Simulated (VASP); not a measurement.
# Ti (P6/mmm) in VASP: a series of runs, part 2 of 2

VASP 6.6.1.

## Step 4: Single point, PBE, collinear spin

This run uses another cell than the first one, of 17.14 Å³/atom.

Contents of INCAR:

```
  PREC = Accurate
  ENCUT = 520
  EDIFF = 1E-6
  ISMEAR = -1
  SIGMA = 0.05
  LREAL = False
  LASPH = True
  NELM = 150
  ALGO = Normal
  ISIF = 2
  LWAVE = False
  LCHARG = False
  ISPIN = 2
  MAGMOM = 1 1 1
  LORBIT = 11
  LMAXMIX = 4
  GGA = PE
  NBANDS = 29
```

Contents of KPOINTS:

```
regular mesh
0
Gamma
  11 11 15
```

Contents of POSCAR:

```
Ti
1.0
    4.5803647250      0.0000000000      0.0000000000
   -2.2901823625      3.9667122105      0.0000000000
    0.0000000000      0.0000000000      2.8304638833
Ti
3
Direct
    0.0000000000      1.0000000000      0.0000000000
    0.3333333333      0.6666666667      0.5000000000
    0.6666666667      0.3333333333      0.5000000000
```

Potentials or basis: VASP PAW PBE potentials, release 64 (Ti_sv).

Launch:

```sh
$ cat potpaw_PBE.64/Ti_sv/POTCAR > POTCAR
$ mpirun -np 1 vasp_std > vasp.out
```

OUTCAR:

```text
PREC = Accurate
   ENCUT = 520
   EDIFF = 1E-6
   ISMEAR = -1
   LREAL = False
   LASPH = True
   NELM = 150
   ISIF = 2
   ISPIN = 2
   LORBIT = 11
   GGA = PE

 ion  position               nearest neighbor table
   1  0.000  0.000  0.000-
   2  0.333  0.667  0.500-   3 2.64   3 2.64   3 2.64
   3  0.667  0.333  0.500-   2 2.64   2 2.64   2 2.64

  LATTYP: Found a hexagonal cell.
 ALAT       =     4.5803647250
 C/A-ratio  =     0.6179560042

  Lattice vectors:

 A1 = (   4.5803647250,   0.0000000000,   0.0000000000)
[... 1758 lines left out ...]
  energy-cutoff  :      520.00
  volume of cell :       51.43
      direct lattice vectors                 reciprocal lattice vectors
     4.580364725  0.000000000  0.000000000     0.218323225  0.126048973  0.000000000
    -2.290182362  3.966712210  0.000000000     0.000000000  0.252097946  0.000000000
     0.000000000  0.000000000  2.830463883     0.000000000  0.000000000  0.353298979

 POSITION                                       TOTAL-FORCE (eV/Angst)
 -----------------------------------------------------------------------------------
      0.00000      0.00000      0.00000        -0.000000      0.000000      0.000000
     -0.00000      2.64447      1.41523        -0.000000      0.000000     -0.000000
      2.29018      1.32224      1.41523         0.000000     -0.000000      0.000000
 -----------------------------------------------------------------------------------
    total drift:                                0.000000      0.000000     -0.000000

  FREE ENERGIE OF THE ION-ELECTRON SYSTEM (eV)
  ---------------------------------------------------
  free  energy   TOTEN  =       -23.5336553357 eV

  energy  without entropy=      -23.5102387505  energy(sigma->0) =      -23.52194704

 total charge

# of ion       s       p       d       tot
------------------------------------------
    1        2.241   6.143   1.803  10.186
    2        2.247   6.111   1.955  10.312
    3        2.247   6.111   1.955  10.312
--------------------------------------------------
tot          6.734  18.365   5.712  30.810

 magnetization (x)

# of ion       s       p       d       tot
------------------------------------------
    1       -0.000  -0.000  -0.001  -0.001
    2        0.000   0.000   0.001   0.001
    3        0.000   0.000   0.001   0.001
--------------------------------------------------
tot          0.000  -0.000   0.000   0.000
```

OSZICAR:

```text
N       E                     dE             d eps       ncg     rms          rms(c)
DAV:   1     0.450416711222E+03    0.45042E+03   -0.17466E+04 14880   0.152E+03
DAV:   2     0.239438394159E+02   -0.42647E+03   -0.41539E+03 15178   0.468E+02
DAV:   3    -0.222787120519E+02   -0.46223E+02   -0.44839E+02 24443   0.135E+02
DAV:   4    -0.259666739509E+02   -0.36880E+01   -0.36364E+01 20470   0.350E+01
DAV:   5    -0.261546376758E+02   -0.18796E+00   -0.18789E+00 20288   0.634E+00    0.172E+01
DAV:   6    -0.234735654800E+02    0.26811E+01   -0.10912E+01 17772   0.275E+01    0.445E+00
DAV:   7    -0.234989194767E+02   -0.25354E-01   -0.10950E+00 20937   0.753E+00    0.314E+00
DAV:   8    -0.235562307918E+02   -0.57311E-01   -0.47479E-01 20930   0.581E+00    0.265E+00
DAV:   9    -0.235191306544E+02    0.37100E-01   -0.25306E-01 20838   0.526E+00    0.161E+00
DAV:  10    -0.235326146589E+02   -0.13484E-01   -0.72060E-02 17960   0.241E+00    0.508E-01
DAV:  11    -0.235335614290E+02   -0.94677E-03   -0.84113E-03 21567   0.726E-01    0.786E-02
DAV:  12    -0.235335905184E+02   -0.29089E-04   -0.81023E-04 19406   0.236E-01    0.617E-02
DAV:  13    -0.235336501848E+02   -0.59666E-04   -0.22056E-04 20962   0.828E-02    0.285E-02
DAV:  14    -0.235336567730E+02   -0.65882E-05   -0.32370E-05 19296   0.358E-02    0.981E-03
DAV:  15    -0.235336554341E+02    0.13389E-05   -0.90521E-06 17440   0.178E-02    0.476E-03
DAV:  16    -0.235336553357E+02    0.98453E-07   -0.13469E-06  8830   0.751E-03
   1 F= -.23533655E+02 E0= -.23521947E+02  d E =-.234166E-01  mag=     0.0002
```

Run time: 5.2 min. Hardware: 1 thread of Intel Xeon Platinum 8375C at 2.90GHz (Ice Lake), shared host; peak memory 0.38 GiB.

What came out:

| Item | Value |
| --- | --- |
| Free energy | -23.5337 eV |
| Pressure | -0.2 GPa |
| Band gap on the k mesh | zero (filled and empty bands overlap) |
| Net moment | 0.00 μB per cell |
| Valence electrons inside the program's atomic spheres | Ti 10.19, 10.31 (each value once) |

Stress tensor (GPa, compression positive):
```
-0.24  0.00  0.00
 0.00 -0.24  0.00
 0.00  0.00 -0.11
```

## Step 5: Single point, PBE, collinear spin (17.14 Å³/atom)

This run uses another cell than the first one, of 17.14 Å³/atom.

Contents of INCAR:

```
SYSTEM = Ti
ALGO = Normal ; EDIFF = 1E-6
ENCUT = 520 ; GGA = PE
ISIF = 2 ; ISMEAR = -1
ISPIN = 2 ; LASPH = .True.
LCHARG = .True. ; LELF = .True.
LMAXMIX = 4 ; LORBIT = 11
LREAL = .False. ; LVHAR = .True.
LWAVE = .False. ; MAGMOM = 1 1 1
NBANDS = 29 ; NELM = 150
PREC = Accurate ; SIGMA = 0.05
```

Contents of KPOINTS:

```
k-points
0
Gamma
  11 11 15
  0 0 0
```

POSCAR is that of step 4.

Launch:

```sh
$ cat potpaw_PBE.64/Ti_sv/POTCAR > POTCAR
$ mpirun -np 1 vasp_std > vasp.out
```

Run time: 5.4 min. Hardware: 1 thread of Intel Xeon Platinum 8375C at 2.90GHz (Ice Lake), shared host; peak memory 0.37 GiB.

Results (log left out):

- Free energy: -23.5337 eV
- Pressure: -0.2 GPa
- Band gap on the k mesh: zero (filled and empty bands overlap)
- Net moment: 0.00 μB per cell
- Valence electrons inside the program's atomic spheres: Ti 10.19, 10.31 (each value once)

Stress tensor (GPa, compression positive):
```
-0.24  0.00  0.00
 0.00 -0.24  0.00
 0.00  0.00 -0.11
```

Levels at points of the mesh, in eV from the Fermi level:
Spin up:
```csv
k point,band 14,band 15,band 16,band 17,band 18,band 19,band 20,band 21,band 22,band 23
"(0.00, 0.00, 0.00)",-1.93,-0.70,-0.70,-0.61,-0.61,-0.03,0.68,1.29,1.29,1.82
```
Spin down:
| k point | band 16 | band 17 | band 18 | band 19 | band 20 | band 21 |
| --- | --- | --- | --- | --- | --- | --- |
| (0.00, 0.00, 0.00) | -0.70 | -0.61 | -0.61 | -0.03 | 0.68 | 1.29 |

## Step 6: Single point, PBE, collinear spin (19.20 Å³/atom)

This run uses another cell than the first one, of 19.20 Å³/atom.

Contents of INCAR:

```
PREC = Accurate
ENCUT = 520
EDIFF = 1E-6
ISMEAR = -1
SIGMA = 0.05
LREAL = F
LASPH = T
NELM = 150
ALGO = Normal
ISIF = 2
LWAVE = F
LCHARG = F
ISPIN = 2
MAGMOM = 1 1 1
LORBIT = 11
LMAXMIX = 4
GGA = PE
NBANDS = 29
```

Contents of KPOINTS:

```
Automatic mesh
0
Gamma
  9 9 13
```

Contents of POSCAR:

```
Ti
1.0
    4.7567033995      0.0000000000      0.0000000000
   -2.3783516998      4.1194259823      0.0000000000
    0.0000000000      0.0000000000      2.9394334503
Ti
3
Direct
    0.0000000000      0.0000000000      0.0000000000
    0.3333333333      0.6666666667      0.5000000000
    0.6666666667      0.3333333333      0.5000000000
```

Potentials or basis: VASP PAW PBE potentials, release 64 (Ti_sv).

Launch:

```sh
$ cat potpaw_PBE.64/Ti_sv/POTCAR > POTCAR
$ mpirun -np 1 vasp_std > vasp.out
```

Wall time 4.5 min (1 thread of Intel Xeon Platinum 8259CL at 2.50GHz (Skylake/Cascade Lake), shared host); peak memory 0.32 GiB.

Results (log left out):

| Quantity | Value |
| --- | --- |
| Free energy | -23.3137 eV |
| Pressure | -10.4 GPa |
| Band gap on the k mesh | zero (filled and empty bands overlap) |
| Net moment | 0.00 μB per cell |
| Valence electrons inside the program's atomic spheres | Ti 10.07, 10.19 (each value once) |

Stress tensor (GPa, compression positive):
```
-10.31   0.00   0.00
  0.00 -10.31   0.00
  0.00   0.00 -10.67
```

Levels at points of the mesh, in eV from the Fermi level:
Spin up:
| k point | band 15 | band 16 | band 17 | band 18 | band 19 | band 20 | band 21 | band 22 |
| --- | --- | --- | --- | --- | --- | --- | --- | --- |
| (0.00, 0.00, 0.00) | -0.66 | -0.66 | -0.56 | -0.56 | -0.05 | 0.61 | 1.15 | 1.15 |
Spin down:
| k point | band 16 | band 17 | band 18 | band 19 | band 20 | band 21 |
| --- | --- | --- | --- | --- | --- | --- |
| (0.00, 0.00, 0.00) | -0.66 | -0.56 | -0.56 | -0.05 | 0.61 | 1.15 |

Caveat: the cell stands under tension.

## Step 7: Overview

```csv
cell,k mesh,gap on the mesh (eV),pressure (GPa),moment (μB)
"a = 4.455, b = 4.455, c = 2.753 Å, angles 90.0, 90.0, 120.0°, 3 atoms",11 × 11 × 15,none,10.5,0.00
"a = 4.518, b = 4.518, c = 2.792 Å, angles 90.0, 90.0, 120.0°, 3 atoms",11 × 11 × 15,none,4.7,0.00
"a = 4.580, b = 4.580, c = 2.830 Å, angles 90.0, 90.0, 120.0°, 3 atoms",11 × 11 × 15,none,-0.2,0.00
"a = 4.757, b = 4.757, c = 2.939 Å, angles 90.0, 90.0, 120.0°, 3 atoms",9 × 9 × 13,none,-10.4,0.00
```

Alike in all rows: task single point; level PBE; potentials or basis VASP PAW PBE potentials, release 64 (Ti_sv); spin collinear; cutoff (eV) 520; smearing fermi-dirac 0.05 eV.

Caveats: the cell stands under pressure (at least some runs); the cell stands under tension (at least some runs).

Total energies depend on the potentials used, so only differences within one code and one set of settings carry meaning.
